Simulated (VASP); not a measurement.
A run of VASP 6.6.1:

POSCAR

```
Fe
1.0
    0.0000000000      1.9417396906      1.9651051623
    1.4984397099      0.0000000000      1.9651051623
    1.4984397099      1.9417396906      0.0000000000
Fe
1
Direct
    0.0000000000      0.0000000000      0.0000000000
```

File INCAR.step1:

```
  PREC = Accurate
  ENCUT = 520
  ISMEAR = -1
  SIGMA = 0.05
  LREAL = False
  LASPH = True
  NELM = 150
  ISPIN = 2
  MAGMOM = 3
  LMAXMIX = 4
  NBANDS = 14
  GGA = PE
  ALGO = Normal
  EDIFF = 1E-4
  LWAVE = True
  LCHARG = False
```

File INCAR.step2:

```
  PREC = Accurate
  ENCUT = 520
  EDIFF = 1E-6
  ISMEAR = -1
  SIGMA = 0.05
  LREAL = False
  LASPH = True
  NELM = 150
  ALGO = Normal
  ISIF = 2
  LWAVE = False
  LCHARG = True
  ISPIN = 2
  MAGMOM = 3
  LORBIT = 11
  LMAXMIX = 4
  METAGGA = R2SCAN
  LMIXTAU = True
  LELF = True
  LVHAR = True
  NBANDS = 14
  ISTART = 1
```

File KPOINTS:

```
Automatic mesh
0
Gamma
  13 13 13
```

Potentials or basis: VASP PAW PBE potentials, release 64 (Fe).

Run with:

```console
$ cat potpaw_PBE.64/Fe/POTCAR > POTCAR
$ cp INCAR.step1 INCAR
$ mpirun -np 1 vasp_std > vasp.out
$ cp INCAR.step2 INCAR
$ mpirun -np 1 vasp_std > vasp.out
```

Hardware: 1 thread of Intel Xeon 8259CL, on a shared host.

**Question.** Estimate the wall time of this run.

**Answer.** Run time: 4.8 min on 1 thread of Intel Xeon 8259CL, on a shared host, peak memory 0.21 GiB. Counts: k points 343.
